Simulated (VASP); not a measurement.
Input of a VASP 6.6.1 run:

INCAR

```
SYSTEM = W2C
PREC     = Accurate       ! precision mode
ENCUT    = 600            ! plane-wave cutoff, eV
EDIFF    = 1E-6           ! SCF threshold, eV
ISMEAR   = 1              ! smearing method
SIGMA    = 0.29           ! smearing width, eV
LREAL    = .False.        ! projectors in reciprocal space
LASPH    = .True.         ! aspherical terms in the spheres
NELM     = 120            ! most SCF steps
ALGO     = Normal         ! electronic algorithm
ISIF     = 2              ! what is computed and relaxed
LWAVE    = .False.        ! write WAVECAR
LCHARG   = .True.         ! write CHGCAR
GGA      = PE             ! functional
LELF     = .True.         ! ELF
LVHAR    = .True.       
NBANDS   = 23             ! bands
GGA_COMPAT= .False.
```

The input KPOINTS:

```
Automatic mesh
0
Gamma
  7 7 4
  0 0 0
```

The input POSCAR:

```
W2C
1.0
    3.0700456420      0.0000000000      0.0000000000
   -1.5350228210      2.6587375167      0.0000000000
    0.0000000000      0.0000000000      4.6784280000
W C
2 1
Direct
    0.3333333333      0.6666666667      0.7463310000
    0.6666666667      0.3333333333      0.2536690000
    0.0000000000      0.0000000000      0.0000000000
```

Potentials or basis: VASP PAW PBE potentials, release 64 (W_sv, C).

The run is started by

```console
$ cat potpaw_PBE.64/W_sv/POTCAR potpaw_PBE.64/C/POTCAR > POTCAR
$ mpirun -np 1 vasp_std > vasp.out
```

Q: Estimate the largest force.

A: 0.173 eV/Å.

Q: Estimate the band gap on the k mesh.

A: Zero (band 16 reaches 12.63 eV, above the bottom of band 17 at 10.46 eV).

Stress tensor (GPa, compression positive):
```
-0.86  0.00  0.00
 0.00 -0.86  0.00
 0.00  0.00 -1.07
```

Caveat: spin-orbit coupling is left out, which moves the levels of the heavy elements.
